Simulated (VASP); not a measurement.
# AgI (Iodargyrite) (P6_3mc) in VASP: a series of runs, part 2 of 2

VASP 6.6.1.

## 4. Single point, PBE0

Input file POSCAR:

```
AgI
1.0
    4.6507453634      0.0000000000      0.0000000000
   -2.3253726817      4.0276636312      0.0000000000
    0.0000000000      0.0000000000      7.5997061756
Ag I
2 2
Direct
    0.6666666667      0.3333333333      0.6275234352
    0.3333333333      0.6666666667      0.1275234352
    0.6666666667      0.3333333333      0.0024765648
    0.3333333333      0.6666666667      0.5024765648
```

Input file INCAR.step1:

```
  ALGO = Normal
  EDIFF = 1E-5
  ENCUT = 400
  GGA = PE
  GGA_COMPAT = False
  ISIF = 2
  ISMEAR = 0
  KPAR = 4
  LASPH = True
  LCHARG = False
  LREAL = False
  LWAVE = True
  NBANDS = 26
  NELM = 120
  PREC = Accurate
  SIGMA = 0.01
```

Input file INCAR.step2:

```
  AEXX = 0.25
  ALGO = Normal
  EDIFF = 1E-6
  ENCUT = 400
  GGA = PE
  GGA_COMPAT = False
  ISIF = 2
  ISMEAR = 0
  ISTART = 1
  KPAR = 4
  LASPH = True
  LCHARG = False
  LHFCALC = True
  LREAL = False
  LWAVE = False
  NBANDS = 26
  NELM = 120
  PREC = Accurate
  PRECFOCK = Normal
  SIGMA = 0.01
```

Input file KPOINTS:

```
k-points
0
Gamma
  6 6 2
```

Potentials or basis: VASP PAW PBE potentials, release 64 (Ag, I).

Command:

```
cat potpaw_PBE.64/Ag/POTCAR potpaw_PBE.64/I/POTCAR > POTCAR
cp INCAR.step1 INCAR
mpirun -np 4 vasp_std > vasp.out
cp INCAR.step2 INCAR
mpirun -np 4 vasp_std > vasp.out
```

OUTCAR:

```text
AEXX = 0.25
   EDIFF = 1E-6
   ENCUT = 400
   GGA = PE
   ISIF = 2
   ISMEAR = 0
   ISTART = 1
   LASPH = True
   LHFCALC = True
   LREAL = False
   NELM = 120
   PREC = Accurate
   PRECFOCK = Normal

 ion  position               nearest neighbor table
   1  0.667  0.333  0.628-   4 2.85   4 2.85   4 2.85   3 2.85
   2  0.333  0.667  0.128-   3 2.85   3 2.85   3 2.85   4 2.85
   3  0.667  0.333  0.002-   2 2.85   2 2.85   2 2.85   1 2.85
   4  0.333  0.667  0.502-   1 2.85   1 2.85   1 2.85   2 2.85

  LATTYP: Found a hexagonal cell.
 ALAT       =     4.6507453634
 C/A-ratio  =     1.6340834816

  Lattice vectors:

 A1 = (   4.6507453634,   0.0000000000,   0.0000000000)
 A2 = (  -2.3253726817,   4.0276636312,   0.0000000000)
 A3 = (   0.0000000000,   0.0000000000,   7.5997061756)

Analysis of symmetry for initial positions (statically):
=====================================================================
 Subroutine PRICEL returns:
 Original cell was already a primitive cell.

 Routine SETGRP: Setting up the symmetry group for a
 hexagonal supercell.

 Subroutine GETGRP returns: Found 12 space group operations
 (whereof  6 operations were pure point group operations)
 out of a pool of 24 trial point group operations.

The static configuration has the point symmetry C_3v.
 The point group associated with its full space group is C_6v.

Analysis of symmetry for dynamics (positions and initial velocities):
=====================================================================
 Subroutine PRICEL returns:
 Original cell was already a primitive cell.

 Routine SETGRP: Setting up the symmetry group for a
 hexagonal supercell.

 Subroutine GETGRP returns: Found 12 space group operations
[... 119 lines left out ...]
  Fermi-wavevector in a.u.,A,eV,Ry     =   1.035265  1.956367 14.582362  1.071773
  Thomas-Fermi vector in A             =   2.169600
   LORBIT       =      0    0 simple, 1 ext, 2 COOP (PROOUT), +10 PAW based schemes
   GGA     = PE    functional components
   LHFCALC =     T    Hartree Fock is set to
   PRECFOCK=normal    Normal, Fast or Accurate (Low or Medium for compatibility)
   ENCUT4O =  -1.0   cutoff for four orbital integrals eV
   NKREDX  =     1    reduce k-point grid by
   NKREDY  =     1    reduce k-point grid by
   NKREDZ  =     1    reduce k-point grid by
   AEXX    =    0.2500 exact exchange contribution
   HFSCREEN=    0.0000 screening length (either q_TF or 0.3 A-1)
   HFSCREENC=   0.0000 screening length for correlation (either q_TF or 0.3 A-1)
   ENCUTFOCK=  -1.0 apply spherical cutoff to Coloumb kernel
   IVDW    =     0    specifies the selected vdW correction
   LEPSILON=     F    determine dielectric tensor
   LRPA    =     F    only Hartree local field effects (RPA)
 non-spin polarized calculation
 Gauss-broadening in eV      SIGMA  =   0.01
  energy-cutoff  :      400.00
  volume of cell :      142.35
 maximum number of plane-waves:      2610
  NGX = 24; NGY = 24; NGZ = 40

 number of electron      35.9999985 magnetization

 Free energy of the ion-electron system (eV)
  ---------------------------------------------------
  ext. energy  EPLUGINS =         0.00000000
  ---------------------------------------------------
  free energy    TOTEN  =       -12.55367064 eV

  energy without entropy =      -12.55367064  energy(sigma->0) =      -12.55367064

 E-fermi :   1.6971     XC(G=0):  -6.5042

 val. band max:        1.6012560650   @ k =   0.0000   0.0000   0.0000
 cond. band min:       4.7788619944   @ k =   0.0000   0.0000   0.0000
 fundamental gap:      3.1776059294
 Fermi energy:         1.6970675103

 k-point     1 :       0.0000    0.0000    0.0000
  band No.  band energies     occupation
      1     -11.9420      2.00000
      2     -11.6445      2.00000
      3      -3.0199      2.00000
      4      -3.0157      2.00000
      5      -3.0157      2.00000
      6      -2.8682      2.00000
[... 395 lines left out ...]
     25      11.6498      0.00000
     26      11.6498      0.00000

------------------------ aborting loop because EDIFF is reached ----------------------------------------

  FORCE on cell =-STRESS in cart. coord.  units (eV):
  Direction    XX          YY          ZZ          XY          YZ          ZX
  --------------------------------------------------------------------------------------
  -------------------------------------------------------------------------------------
  Total        0.1714123      0.1714123      0.1647759      0.0000000      0.0000000     -0.0000000
  in kB        1.9292119      1.9292119      1.8545213      0.0000000      0.0000000     -0.0000000
  external PRESSURE =       1.9043150 kB  Pullay stress =       0.0000000 kB

 VOLUME and BASIS-vectors are now :
 -----------------------------------------------------------------------------
  energy-cutoff  :      400.00
  volume of cell :      142.35
      direct lattice vectors                 reciprocal lattice vectors
     4.650745363  0.000000000  0.000000000     0.215019297  0.124141449  0.000000000
    -2.325372682  4.027663631  0.000000000     0.000000000  0.248282898  0.000000000
     0.000000000  0.000000000  7.599706176     0.000000000  0.000000000  0.131584035

 POSITION                                       TOTAL-FORCE (eV/Angst)
 -----------------------------------------------------------------------------------
      2.32537      1.34255      4.76899         0.000000     -0.000000      0.000108
     -0.00000      2.68511      0.96914        -0.000000      0.000000      0.000108
      2.32537      1.34255      0.01882        -0.000000      0.000000     -0.000108
     -0.00000      2.68511      3.81867         0.000000     -0.000000     -0.000108
 -----------------------------------------------------------------------------------
    total drift:                               -0.000000      0.000000     -0.000183

  FREE ENERGIE OF THE ION-ELECTRON SYSTEM (eV)
  ---------------------------------------------------
  free  energy   TOTEN  =       -12.5536706439 eV

  energy  without entropy=      -12.5536706439  energy(sigma->0) =      -12.55367064
```

OUTCAR.step1:

```text
EDIFF = 1E-5
   ENCUT = 400
   GGA = PE
   ISIF = 2
[... 625 lines left out ...]
      2.32537      1.34255      4.76899        -0.000000      0.000000     -0.002168
     -0.00000      2.68511      0.96914         0.000000     -0.000000     -0.002168
      2.32537      1.34255      0.01882        -0.000000      0.000000      0.002168
     -0.00000      2.68511      3.81867         0.000000     -0.000000      0.002168
 -----------------------------------------------------------------------------------
    total drift:                               -0.000000     -0.000000     -0.000381

  FREE ENERGIE OF THE ION-ELECTRON SYSTEM (eV)
  ---------------------------------------------------
  free  energy   TOTEN  =        -9.5734511230 eV

  energy  without entropy=       -9.5734511230  energy(sigma->0) =       -9.57345112
```

OSZICAR.step1:

```text
N       E                     dE             d eps       ncg     rms          rms(c)
DAV:   1     0.178230146649E+03    0.17823E+03   -0.13365E+04   728   0.960E+02
DAV:   2    -0.979148034863E+00   -0.17921E+03   -0.17349E+03   832   0.212E+02
DAV:   3    -0.958435660882E+01   -0.86052E+01   -0.85535E+01   866   0.462E+01
DAV:   4    -0.974160599748E+01   -0.15725E+00   -0.15720E+00   960   0.624E+00
DAV:   5    -0.974263903066E+01   -0.10330E-02   -0.10330E-02   836   0.581E-01    0.668E+00
DAV:   6    -0.957121094675E+01    0.17143E+00   -0.57164E-01   754   0.822E+00    0.497E+00
DAV:   7    -0.957293761741E+01   -0.17267E-02   -0.14884E-01   752   0.173E+00    0.189E+00
DAV:   8    -0.957308448819E+01   -0.14687E-03   -0.92381E-03   786   0.867E-01    0.424E-01
DAV:   9    -0.957333748739E+01   -0.25300E-03   -0.22085E-03   774   0.409E-01    0.910E-02
DAV:  10    -0.957339468402E+01   -0.57197E-04   -0.15126E-04   804   0.133E-01    0.315E-02
DAV:  11    -0.957345698104E+01   -0.62297E-04   -0.11364E-04   742   0.675E-02    0.356E-02
DAV:  12    -0.957345112296E+01    0.58581E-05   -0.15277E-05   588   0.442E-02
   1 F= -.95734511E+01 E0= -.95734511E+01  d E =-.131215E-52
```

Wall time 28 min (4 MPI ranks of AMD EPYC 7R13 (Zen 3), shared host); peak memory 0.24 GiB.

What came out:

- Free energy: -12.5537 eV
- Pressure: 0.2 GPa
- Band gap on the k mesh: 3.18 eV, direct

Caveat: the PAW data sets were made with another functional, which shifts forces and pressure a little; spin-orbit coupling is left out, which moves the levels of the heavy elements.

## 5. Summary

| level | cell | k mesh | cutoff (eV) | smearing | grid for exact exchange (PRECFOCK) | screening parameter | gap on the mesh (eV) | pressure (GPa) |
| --- | --- | --- | --- | --- | --- | --- | --- | --- |
| r2SCAN | a = 4.651, b = 4.651, c = 7.600 Å, angles 90.0, 90.0, 120.0°, 4 atoms | 6 × 6 × 4 | 550 | gaussian 0.01 eV | - | - | 1.83 | -0.1 |
| HSE06 | a = 4.681, b = 4.681, c = 7.649 Å, angles 90.0, 90.0, 120.0°, 4 atoms | 6 × 6 × 2 | 400 | fermi-dirac 0.02 eV | Normal | 0.2079 1/Å | 2.51 | -0.2 |
| PBE0 | a = 4.651, b = 4.651, c = 7.600 Å, angles 90.0, 90.0, 120.0°, 4 atoms | 6 × 6 × 2 | 400 | gaussian 0.01 eV | Normal | - | 3.18 | 0.2 |

Alike in all rows: task single point; potentials or basis VASP PAW PBE potentials, release 64 (Ag, I); no spin polarisation.

Caveats: the PAW data sets were made with another functional, which shifts forces and pressure a little; spin-orbit coupling is left out, which moves the levels of the heavy elements.

Absolute energies hang on the potentials; compare differences alone.
